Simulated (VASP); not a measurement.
Set up this calculation in VASP 6.6.1, as the native input.

- Task: relaxation of cell and atoms
- Functional: PBE
- Potentials or basis: VASP PAW PBE potentials, release 64 (Si, Te)
- Cutoff: 600 eV
- k mesh: 6 × 6 × 4
- Occupations: gaussian, width 0.1 eV
- Spin: no spin polarisation
- Dipole correction: no
- Further INCAR settings: ALGO = Normal; EDIFF = 1e-07; IBRION = 2; EDIFFG = -0.04; NSW = 90; ISIF = 3

The structure of SiTe lies in POSCAR:

```
SiTe
1.0
    3.7090397400      0.0000000000      0.0000000000
   -1.8545198700      3.2121226400      0.0000000000
    0.0000000000      0.0000000000      6.1800852800
Si Te
2 2
Direct
    0.0000000000      0.0000000000      0.8025568000
    0.0000000000      0.0000000000      0.1974432000
    0.3333333300      0.6666666700      0.6146058900
    0.6666666700      0.3333333300      0.3853941100
```

These files were run (other wordings do the same):

INCAR

```
SYSTEM = SiTe
PREC     = Accurate       ! precision mode
ENCUT    = 600            ! plane-wave cutoff, eV
EDIFF    = 1E-7           ! SCF threshold, eV
ISMEAR   = 0              ! smearing method
SIGMA    = 0.1            ! smearing width, eV
LREAL    = .False.        ! projectors in reciprocal space
LASPH    = .True.         ! aspherical terms in the spheres
NELM     = 60             ! most SCF steps
ALGO     = Normal         ! electronic algorithm
ISIF     = 3              ! what is computed and relaxed
LWAVE    = .False.        ! write WAVECAR
LCHARG   = .False.        ! write CHGCAR
GGA      = PE             ! functional
IBRION   = 2              ! ionic algorithm
NSW      = 90             ! ionic steps
EDIFFG   = -0.04          ! ionic threshold
```

KPOINTS

```
Automatic mesh
0
Gamma
  6 6 4
  0 0 0
```

Potentials or basis: VASP PAW PBE potentials, release 64 (Si, Te).

Command:

```sh
$ cat potpaw_PBE.64/Si/POTCAR potpaw_PBE.64/Te/POTCAR > POTCAR
$ mpirun -np 1 vasp_std > vasp.out
```

It gave:

The relaxed volume is 37.72 Å³/atom and the relaxed cell is a = 3.849 Å, b = 3.849 Å, c = 11.759 Å, α = 90.00°, β = 90.00°, γ = 120.00°. The space group after relaxing (to 0.05 Å) is P-3m1 (No. 164). The energy gained by relaxing is 1720.4 meV/atom and the ionic steps are 35. The pressure after relaxing is 0.0 GPa and the largest force after relaxing is 0.030 eV/Å. The band gap on the k mesh is 0.97 eV, indirect (least direct gap 1.68 eV).

Caveat: the volume moved by over 15 % at a fixed basis, so the end points are rough; spin-orbit coupling is left out, which moves the levels of the heavy elements.

It took 20 min on 1 thread of Intel(R) Xeon(R) Platinum 8375C CPU @ 2.90GHz (Ice Lake), on a shared host, peak memory 0.22 GiB.
